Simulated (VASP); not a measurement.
Here is a VASP 6.6.1 calculation.

The input INCAR:

```
SYSTEM = Be27Cl
  PREC = Accurate
  ENCUT = 520
  EDIFF = 1E-6
  ISMEAR = 0
  SIGMA = 0.15
  LREAL = Auto
  LASPH = .True.
  NELM = 100
  ALGO = Normal
  ISIF = 2
  LWAVE = .False.
  LCHARG = .True.
  LELF = .True.
  LVHAR = .True.
  NBANDS = 50
```

KPOINTS

```
regular mesh
0
Gamma
  4 4 1
  0 0 0
```

The input POSCAR:

```
Be27Cl
1.0
    6.8700000000      0.0000000000      0.0000000000
    3.4350000000      5.9495950000      0.0000000000
    0.0000000000      0.0000000000     14.5884300000
Be Cl
27 1
Direct
    0.0000000000      0.0000000000      0.0685474722
    0.3333333333      0.0000000000      0.0685474722
    0.6666666667      0.0000000000      0.0685474722
    0.0000000280      0.3333332773      0.0685474722
    0.3333333613      0.3333332773      0.0685474722
    0.6666666947      0.3333332773      0.0685474722
   -0.0000000280      0.6666667227      0.0685474722
    0.3333333053      0.6666667227      0.0685474722
    0.6666666387      0.6666667227      0.0685474722
   -0.1116668497      0.2222277315      0.1864864142
    0.2227042350      0.2223312679      0.1865004665
    0.5568957971      0.2194433403      0.1897725801
   -0.1126431228      0.5584047318      0.1922558493
    0.2192650732      0.5568916876      0.1896835369
    0.5571720141      0.5569858116      0.1896428882
   -0.1119951196      0.8875407486      0.1922030678
    0.2223854023      0.8883910586      0.1864581041
    0.5579922943      0.8873309864      0.1922192450
    0.0054988402      0.0054812134      0.3057409879
    0.3225120867      0.0054040653      0.3057682012
    0.6620393114      0.0090078400      0.3148472454
    0.0052804534      0.3227759200      0.3058290028
    0.3325083107      0.3325696959      0.3092783116
    0.6682633200      0.3325883527      0.3092514410
    0.0091177806      0.6617181506      0.3149655583
    0.3325537897      0.6682720420      0.3091939297
    0.6623571991      0.6618250486      0.3150180657
    0.7776797575      0.7782477631      0.4241441334
```

Potentials or basis: VASP PAW LDA potentials, release 64 (Be, Cl).

Run with:

```sh
$ cat potpaw_LDA.64/Be/POTCAR potpaw_LDA.64/Cl/POTCAR > POTCAR
$ mpirun -np 1 vasp_std > vasp.out
```

Q: Predict the largest force.

A: 0.337 eV/Å.

Q: Predict the band gap on the k mesh.

A: Zero (an odd number of electrons rules out a gap without spin polarisation).

Forces in eV/Å, atoms in the order of the input:
```
Be  -0.283 -0.163  0.056
Be   0.285 -0.164  0.057
Be  -0.001  0.148  0.089
Be   0.000  0.332  0.058
Be  -0.027 -0.019 -0.176
Be   0.026 -0.020 -0.176
Be   0.124 -0.076  0.089
Be  -0.001  0.031 -0.175
Be  -0.123 -0.074  0.088
Be   0.000  0.000  0.000
Be   0.002  0.002  0.000
Be  -0.002  0.004 -0.005
Be   0.000 -0.002 -0.005
Be  -0.002 -0.006  0.002
Be   0.002 -0.004  0.005
Be   0.001  0.002 -0.001
Be   0.000  0.007  0.001
Be  -0.001  0.002 -0.002
Be  -0.003 -0.002  0.012
Be   0.000  0.000  0.009
Be   0.003 -0.004  0.014
Be   0.000 -0.005  0.003
Be   0.001 -0.001  0.010
Be  -0.001 -0.002  0.010
Be  -0.001  0.010  0.011
Be  -0.001 -0.002  0.010
Be   0.002  0.008  0.010
Cl   0.000 -0.001  0.004
```

Caveat: an odd number of electrons without spin polarisation forces a metal; a magnetic or distorted state may lie lower.
